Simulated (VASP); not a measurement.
Set up this calculation in VASP 6.6.1, as the native input.

| Item | Value |
| --- | --- |
| Task | single point |
| Functional | r2SCAN |
| Potentials or basis | VASP PAW PBE potentials, release 64 (Ga_d, N) |
| Cutoff | 520 eV |
| k mesh | 15 × 15 × 15 |
| Occupations | fermi-dirac, width 0.1 eV |
| Spin | no spin polarisation |
| Dipole correction | no |
| Further INCAR settings | ALGO = Normal; EDIFF = 1e-07; NBANDS = 16 |

GaN (rocksalt type):

```
Ga N
1.0
     0.00000    1.95745    1.95745
     1.95745    0.00000    1.95745
     1.95745    1.95745    0.00000
Ga N
1 1
Direct
  0.00000 0.00000 0.00000
  0.50000 0.50000 0.50000
```

The input as run:

POSCAR

```
GaN
1.0
    0.0000000000      1.9574529423      1.9574529423
    1.9574529423      0.0000000000      1.9574529423
    1.9574529423      1.9574529423      0.0000000000
Ga N
1 1
Direct
    0.0000000000      0.0000000000      0.0000000000
    0.5000000000      0.5000000000      0.5000000000
```

INCAR.step1

```
PREC = Accurate
ENCUT = 520
ISMEAR = -1
SIGMA = 0.1
LREAL = False
LASPH = True
NELM = 80
NBANDS = 16
GGA = PE
ALGO = Normal
EDIFF = 1E-4
LWAVE = True
LCHARG = False
```

INCAR.step2

```
PREC = Accurate
ENCUT = 520
EDIFF = 1E-7
ISMEAR = -1
SIGMA = 0.1
LREAL = False
LASPH = True
NELM = 80
ALGO = Normal
ISIF = 2
LWAVE = False
LCHARG = False
METAGGA = R2SCAN
LMIXTAU = True
NBANDS = 16
ISTART = 1
```

KPOINTS

```
regular mesh
0
Gamma
  15 15 15
```

Potentials or basis: VASP PAW PBE potentials, release 64 (Ga_d, N).

Launch:

```bash
$ cat potpaw_PBE.64/Ga_d/POTCAR potpaw_PBE.64/N/POTCAR > POTCAR
$ cp INCAR.step1 INCAR
$ mpirun -np 1 vasp_std > vasp.out
$ cp INCAR.step2 INCAR
$ mpirun -np 1 vasp_std > vasp.out
```

Results of the run:

The pressure is 92.5 GPa and the band gap on the k mesh is 2.89 eV (least direct gap 6.60 eV).

Caveat: the cell stands under pressure; the PAW data sets were made with another functional, which shifts forces and pressure a little; an odd mesh through Γ misses points on the zone boundary, where band edges can lie.

It took 2.8 min on 1 thread of Intel Xeon 8259CL, with other jobs on the host, peak memory 0.17 GiB.
